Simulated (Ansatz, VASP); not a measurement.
# Cu in VASP and in Ansatz

```xyz
1
Lattice="0.0000 1.8430 1.8430 1.8430 0.0000 1.8430 1.8430 1.8430 0.0000" Properties=species:S:1:pos:R:3 pbc="T T T"
Cu    0.0000    0.0000    0.0000
```

Change from the starting cell: volume scaled by 1.06.

Alike in both runs: task single point; functional LDA; k mesh 13 × 13 × 13; occupations fermi-dirac, width 0.05 eV; no spin polarisation.

|  | VASP | Ansatz |
| --- | --- | --- |
| version | VASP 6.6.1 | Ansatz 0.2.0 |
| potentials or method | VASP PAW LDA potentials, release 64 (Cu), cutoff 600 eV | all-electron LAPW, scalar-relativistic |

Ansatz gave:

- gap on the k mesh at the Fermi level (eV): none
- pressure (GPa): -18.7

Task: What did VASP give for the same quantities?

Result: gap on the k mesh at the Fermi level (eV): none; pressure (GPa): -17.9.

LDA's correlation is that of Perdew and Zunger in VASP and of Perdew and Wang (1992) in Ansatz. A gap of «none» marks a metal or a gap that the smearing closes. Ansatz ran all-electron here, and VASP with PAW potentials.
